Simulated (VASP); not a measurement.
# Zr (P6_3/mmc) in VASP: a series of runs

Zr is run at these levels: PBE+D3(BJ); tasks: single point, relaxation of cell and atoms.

Program: VASP 6.6.1. These are calculated values, not measurements. Logs are shortened: lines on timing, memory, paths and dates and some standing lists are left out, and cuts for length are marked.

## Step 1: The cell of the first run

It takes space group P6_3/mmc (No. 194, hexagonal). The conventional cell has a = 3.186 Å, b = 3.186 Å, c = 5.108 Å, α = 90.00°, β = 90.00°, γ = 120.00°. Zr (site symmetry -6m2) has 12 Zr at 3.15 to 3.19 Å within 4.1 Å.

## Step 2: Single point, PBE+D3(BJ)

INCAR reads:

```
SYSTEM = Zr
  PREC = Accurate
  ENCUT = 520
  EDIFF = 1E-6
  ISMEAR = 0
  SIGMA = 0.1
  LREAL = .False.
  LASPH = .True.
  NELM = 60
  ALGO = Fast
  ISIF = 2
  LWAVE = .False.
  LCHARG = .False.
  GGA = PE
  IVDW = 12
  NBANDS = 19
```

KPOINTS reads:

```
Automatic mesh
0
Gamma
  18 18 8
  0 0 0
```

POSCAR reads:

```
Zr
1.0
    3.1859287967      0.0000000000      0.0000000000
   -1.5929643984      2.7590952726      0.0000000000
    0.0000000000      0.0000000000      5.1084242266
Zr
2
Direct
    0.3333333333      0.6666666667      0.2500000000
    0.6666666667      0.3333333333      0.7500000000
```

Potentials or basis: VASP PAW PBE potentials, release 64 (Zr_sv).

Run with:

```sh
cat potpaw_PBE.64/Zr_sv/POTCAR > POTCAR
mpirun -np 1 vasp_std > vasp.out
```

OUTCAR:

```text
SYSTEM = Zr
   PREC = Accurate
   ENCUT = 520
   EDIFF = 1E-6
   ISMEAR = 0
   LREAL = .False.
   LASPH = .True.
   NELM = 60
   ISIF = 2
   GGA = PE
   IVDW = 12
 IVDW          = 12

 ion  position               nearest neighbor table
   1  0.333  0.667  0.250-   2 3.15   2 3.15   2 3.15   2 3.15   2 3.15   2 3.15
   2  0.667  0.333  0.750-   1 3.15   1 3.15   1 3.15   1 3.15   1 3.15   1 3.15

  LATTYP: Found a hexagonal cell.
 ALAT       =     3.1859287967
 C/A-ratio  =     1.6034332694

  Lattice vectors:

 A1 = (   3.1859287967,   0.0000000000,   0.0000000000)
 A2 = (  -1.5929643984,   2.7590952726,   0.0000000000)
 A3 = (   0.0000000000,   0.0000000000,   5.1084242266)

Analysis of symmetry for initial positions (statically):
=====================================================================
 Subroutine PRICEL returns:
 Original cell was already a primitive cell.

 Routine SETGRP: Setting up the symmetry group for a
 hexagonal supercell.

 Subroutine GETGRP returns: Found 24 space group operations
 (whereof 12 operations were pure point group operations)
 out of a pool of 24 trial point group operations.

The static configuration has the point symmetry D_3d.
 The point group associated with its full space group is D_6h.

Analysis of symmetry for dynamics (positions and initial velocities):
=====================================================================
 Subroutine PRICEL returns:
 Original cell was already a primitive cell.

 Routine SETGRP: Setting up the symmetry group for a
 hexagonal supercell.

 Subroutine GETGRP returns: Found 24 space group operations
 (whereof 12 operations were pure point group operations)
 out of a pool of 24 trial point group operations.

The dynamic configuration has the point symmetry D_3d.
 The point group associated with its full space group is D_6h.

 Subroutine INISYM returns: Found 24 space group operations
 (whereof 12 operations are pure point group operations),
 and found     1 'primitive' translations

----------------------------------------------------------------------------------------

                                     Primitive cell

  volume of cell :      44.9045

  direct lattice vectors                    reciprocal lattice vectors
     3.185928797  0.000000000  0.000000000     0.313880210  0.181218824  0.000000000
    -1.592964398  2.759095273  0.000000000     0.000000000  0.362437648  0.000000000
     0.000000000  0.000000000  5.108424227     0.000000000  0.000000000  0.195755081

  length of vectors
     3.185928797  3.185928797  5.108424227     0.362437648  0.362437648  0.195755081

  position of ions in fractional coordinates (direct lattice)
     0.333333333  0.666666667  0.250000000
     0.666666667  0.333333333  0.750000000

  ion indices of the primitive-cell ions
   primitive index   ion index
                 1           1
                 2           2

----------------------------------------------------------------------------------------

 KPOINTS: Automatic mesh

Automatic generation of k-mesh.
 Grid dimensions read from file:
 generate k-points for:   18   18    8

 Generating k-lattice:

  Cartesian coordinates                     Fractional coordinates (reciprocal lattice)
     0.017437789  0.010067712  0.000000000     0.055555556  0.000000000  0.000000000
     0.000000000  0.020135425  0.000000000     0.000000000  0.055555556  0.000000000
     0.000000000  0.000000000  0.024469385     0.000000000  0.000000000  0.125000000

  Length of vectors
     0.020135425  0.020135425  0.024469385

  Shift w.r.t. Gamma in fractional coordinates (k-lattice)
     0.000000000  0.000000000  0.000000000

 Subroutine IBZKPT returns following result:
 ===========================================

 Found    185 irreducible k-points:

 Following reciprocal coordinates:
            Coordinates               Weight
  0.000000  0.000000  0.000000      1.000000
  0.055556 -0.000000  0.000000      6.000000
  0.111111 -0.000000  0.000000      6.000000
  0.166667  0.000000  0.000000      6.000000
  0.222222  0.000000  0.000000      6.000000
  0.277778  0.000000  0.000000      6.000000
[... 16 lines left out ...]
  0.333333  0.111111  0.000000     12.000000
  0.388889  0.111111  0.000000     12.000000
 [... further k-points ...]
   k-points           NKPTS =    185   k-points in BZ     NKDIM =    185   number of bands    NBANDS=     19
   number of dos      NEDOS =    301   number of ions     NIONS =      2
   total plane-waves  NPLWV =  23040
   dimension x,y,z NGX =    24 NGY =   24 NGZ =   40
   dimension x,y,z NGXF=    48 NGYF=   48 NGZF=   80
   ions per type =               2
   NGX,Y,Z   is equivalent  to a cutoff of  12.52, 12.52, 13.02 a.u.
   NGXF,Y,Z  is equivalent  to a cutoff of  25.05, 25.05, 26.03 a.u.
 SYSTEM =  Zr
   PREC   = accura    normal or accurate (medium, high low for compatibility)
   ISTART =      0    job   : 0-new  1-cont  2-samecut
   ICHARG =      2    charge: 1-file 2-atom 10-const
   ISPIN  =      1    spin polarized calculation?
   LNONCOLLINEAR =      F non collinear calculations
   LSORBIT =      F    spin-orbit coupling
   LASPH  =      T    aspherical Exc in radial PAW
   ENCUT  =  520.0 eV  38.22 Ry    6.18 a.u.   5.92  5.92  9.50*2*pi/ulx,y,z
   NELM   =     60;   NELMIN=  2; NELMDL= -5     # of ELM steps
   EDIFF  = 0.1E-05   stopping-criterion for ELM
   LREAL  =      F    real-space projection
   EDIFFG = 0.1E-04   stopping-criterion for IOM
   NSW    =      0    number of steps for IOM
   IBRION =     -1    ionic relax: 0-MD 1-quasi-New 2-CG
   NFREE  =      0    steps in history (QN), initial steepest desc. (CG)
   ISIF   =      2    stress and relaxation
   ISYM   =      2    0-nonsym 1-usesym 2-fastsym
   POTIM  = 0.5000    time-step for ionic-motion
   TEBEG  =    0.0;   TEEND  =   0.0 temperature during run
   PSTRESS=    0.0 pullay stress
   NELECT =      24.0000    total number of electrons
   NUPDOWN=      -1.0000    fix difference up-down
   EMIN   =  10.00;   EMAX   =-10.00  energy-range for DOS
   EFERMI =   0.00;   METHOD = LEGACY
   ISMEAR =     0;   SIGMA  =   0.10  broadening in eV -4-tet -1-fermi 0-gaus
   EFERMI_NEDOS =   21; number of points for ismear=-14 and -15
   IALGO  =     68    algorithm
   IMIX   =      4    mixing-type and parameters
     AMIX     =   0.40;   BMIX     =  1.00
     AMIX_MAG =   1.60;   BMIX_MAG =  1.00
  volume/ion in A,a.u.               =      22.45       151.52
  Fermi-wavevector in a.u.,A,eV,Ry     =   1.328563  2.510619 24.015350  1.765078
  Thomas-Fermi vector in A             =   2.457791
   LORBIT       =      0    0 simple, 1 ext, 2 COOP (PROOUT), +10 PAW based schemes
   GGA     = PE    functional components
   LHFCALC =     F    Hartree Fock is set to
   AEXX    =    0.0000 exact exchange contribution
   IVDW    =    12    specifies the selected vdW correction
   LEPSILON=     F    determine dielectric tensor
   LRPA    =     F    only Hartree local field effects (RPA)
 non-spin polarized calculation
 RMM-DIIS sequential band-by-band and
 Gauss-broadening in eV      SIGMA  =   0.10
  energy-cutoff  :      520.00
  volume of cell :       44.90
 maximum number of plane-waves:      1228
 NGX is ok and might be reduce to    24
   NGX = 11   NGY = 11   NGZ = 19

 number of electron      24.0000000 magnetization

 Free energy of the ion-electron system (eV)
  ---------------------------------------------------
  ext. energy  EPLUGINS =         0.00000000
  ---------------------------------------------------
  free energy    TOTEN  =       -17.02156723 eV

  energy without entropy =      -17.01090252  energy(sigma->0) =      -17.01623488

 E-fermi :   9.4084     XC(G=0): -11.2479

 val. band max:        9.4055813350   @ k =   0.3889   0.2222   0.2500
 cond. band min:       9.4092218957   @ k =   0.3333   0.3333   0.5000
 fundamental gap:      0.0036405606
 Fermi energy:         9.4083950875

 k-point     1 :       0.0000    0.0000    0.0000
  band No.  band energies     occupation
      1     -39.3650      2.00000
      2     -39.1900      2.00000
      3     -17.9476      2.00000
      4     -16.9743      2.00000
      5     -16.9743      2.00000
      6     -16.8330      2.00000
[... 11 lines left out ...]
     18      11.6572      0.00000
     19      14.0178      0.00000

 k-point     2 :       0.0556   -0.0000    0.0000
  band No.  band energies     occupation
      1     -39.3609      2.00000
      2     -39.1882      2.00000
      3     -17.9370      2.00000
      4     -16.9986      2.00000
      5     -16.9822      2.00000
      6     -16.8474      2.00000
[... 11 lines left out ...]
     18      11.5741      0.00000
     19      14.0821      0.00000

 k-point     3 :       0.1111   -0.0000    0.0000
  band No.  band energies     occupation
      1     -39.3488      2.00000
      2     -39.1830      2.00000
      3     -17.9058      2.00000
      4     -17.0686      2.00000
      5     -17.0045      2.00000
      6     -16.9192      2.00000
[... 11 lines left out ...]
     18      11.3593      0.00000
     19      14.2330      0.00000

 k-point     4 :       0.1667    0.0000    0.0000
  band No.  band energies     occupation
      1     -39.3300      2.00000
      2     -39.1754      2.00000
      3     -17.8559      2.00000
      4     -17.1757      2.00000
      5     -17.0377      2.00000
      6     -17.0265      2.00000
[... 407 lines left out ...]
     18      14.0997      0.00000
     19      14.6313      0.00000

 k-point    23 :       0.3333    0.1111    0.0000
  band No.  band energies     occupation
      1     -39.2229      2.00000
      2     -39.1482      2.00000
      3     -17.6581      2.00000
      4     -17.5297      2.00000
      5     -17.4964      2.00000
      6     -17.2229      2.00000
[... 11 lines left out ...]
     18      14.6691      0.00000
     19      14.8777      0.00000

 k-point    24 :       0.3889    0.1111    0.0000
  band No.  band energies     occupation
      1     -39.2061      2.00000
      2     -39.1484      2.00000
      3     -17.7212      2.00000
      4     -17.5402      2.00000
      5     -17.4661      2.00000
      6     -17.2525      2.00000
[... 11 lines left out ...]
     18      14.6888      0.00000
     19      15.5769      0.00000

 [... further k-points ...]

------------------------ aborting loop because EDIFF is reached ----------------------------------------

 Edisp (eV)   -1.09733

 E8    (eV) :    -0.5636

  FORCE on cell =-STRESS in cart. coord.  units (eV):
  Direction    XX          YY          ZZ          XY          YZ          ZX
  --------------------------------------------------------------------------------------
  -------------------------------------------------------------------------------------
  Total       0.00523     0.00523     0.01738    -0.00000     0.00000     0.00000
  in kB       0.18660     0.18660     0.62018    -0.00000     0.00000     0.00000
  external pressure =        0.33 kB  Pullay stress =        0.00 kB

 VOLUME and BASIS-vectors are now :
 -----------------------------------------------------------------------------
  energy-cutoff  :      520.00
  volume of cell :       44.90
      direct lattice vectors                 reciprocal lattice vectors
     3.185928797  0.000000000  0.000000000     0.313880210  0.181218824  0.000000000
    -1.592964398  2.759095273  0.000000000     0.000000000  0.362437648  0.000000000
     0.000000000  0.000000000  5.108424227     0.000000000  0.000000000  0.195755081

 POSITION                                       TOTAL-FORCE (eV/Angst)
 -----------------------------------------------------------------------------------
     -0.00000      1.83940      1.27711        -0.000000     -0.000000      0.000000
      1.59296      0.91970      3.83132         0.000000      0.000000      0.000000
 -----------------------------------------------------------------------------------
    total drift:                               -0.000000      0.000000     -0.000000

  FREE ENERGIE OF THE ION-ELECTRON SYSTEM (eV)
  ---------------------------------------------------
  free  energy   TOTEN  =       -18.1188968858 eV

  energy  without entropy=      -18.1082321798  energy(sigma->0) =      -18.11356453
```

It took 8.4 min on 1 thread of Intel Xeon 8259CL, shared host; peak memory 0.26 GiB.

Results:

| Item | Value |
| --- | --- |
| Free energy | -18.1189 eV |
| Pressure | 0.0 GPa |
| Band gap on the k mesh | zero (bands 12 and 13 overlap by 1.20 eV) |
| Dispersion energy per atom | -0.549 eV |

## Step 3: Relaxation of cell and atoms, PBE+D3(BJ)

This run uses another cell than the first one, of 23.40 Å³/atom.

INCAR reads:

```
SYSTEM = Zr
  PREC = Accurate
  ENCUT = 600
  EDIFF = 1E-7
  ISMEAR = 0
  SIGMA = 0.1
  LREAL = .FALSE.
  LASPH = .TRUE.
  NELM = 60
  ALGO = Fast
  ISIF = 3
  LWAVE = .FALSE.
  LCHARG = .FALSE.
  GGA = PE
  IVDW = 12
  IBRION = 2
  NSW = 70
  EDIFFG = -0.005
```

KPOINTS reads:

```
regular mesh
0
G
  18 18 8
  0 0 0
```

POSCAR reads:

```
Zr
1.0
    3.2336261668      0.0000000000      0.0000000000
   -1.6168130834      2.8004024068      0.0000000000
    0.0000000000      0.0000000000      5.1674939366
Zr
2
Direct
    0.3333333333      0.6666666667      0.2500000000
    0.6666666667      0.3333333333      0.7500000000
```

Potentials or basis: VASP PAW PBE potentials, release 64 (Zr_sv).

Run with:

```sh
cat potpaw_PBE.64/Zr_sv/POTCAR > POTCAR
mpirun -np 1 vasp_std > vasp.out
```

Run time: 69 min. Hardware: 1 thread of Intel Xeon 8259CL, shared host; peak memory 0.32 GiB.

Results (log left out):

* Free energy: -18.1197 eV
* Relaxed volume: 22.46 Å³/atom
* Relaxed cell: a = 3.186 Å, b = 3.186 Å, c = 5.110 Å, α = 90.00°, β = 90.00°, γ = 120.00°
* Space group after relaxing (to 0.1 Å): P6_3/mmc (No. 194)
* Energy gained by relaxing: 11.3 meV/atom
* Ionic steps: 8
* Pressure after relaxing: 0.0 GPa
* Band gap on the k mesh: zero (bands 12 and 13 overlap by 1.21 eV)
* Dispersion energy per atom: -0.548 eV

The path:
```
step  energy change (eV)  largest force (eV/Å)  pressure (GPa)  volume (Å³)
   1              0.0000                0.0000           -3.75        46.79
   2             -0.0002                0.0000            4.17        43.18
   3             -0.0224                0.0000           -0.02        44.95
   4             -0.0224                0.0000            0.06        44.91
   5             -0.0225                0.0000            0.06        44.90
   6             -0.0225                0.0000            0.06        44.90
   7             -0.0225                0.0000           -0.06        44.95
   8             -0.0225                0.0000            0.00        44.93
```

Final structure:
```xyz
2
Lattice="3.1861 0.0000 0.0000 -1.5930 2.7592 0.0000 0.0000 0.0000 5.1103" Properties=species:S:1:pos:R:3 pbc="T T T"
Zr    0.0000    1.8395    1.2776
Zr    1.5930    0.9197    3.8327
```

Levels at points of the mesh, in eV from the Fermi level:
```tsv
k point	band 9	band 10	band 11	band 12	band 13	band 14	band 15	band 16
(0.00, 0.00, 0.00)	-5.72	-3.14	0.87	0.87	0.96	1.25	1.59	1.59
(0.50, 0.00, 0.00)	-2.70	-2.56	-2.26	-0.12	0.57	0.78	1.49	5.14
(0.00, 0.00, 0.50)	-3.99	-3.99	0.00	0.00	0.79	0.79	0.79	0.79
(0.50, 0.00, 0.50)	-2.98	-2.98	-1.15	-1.15	1.77	1.77	2.30	2.30
```
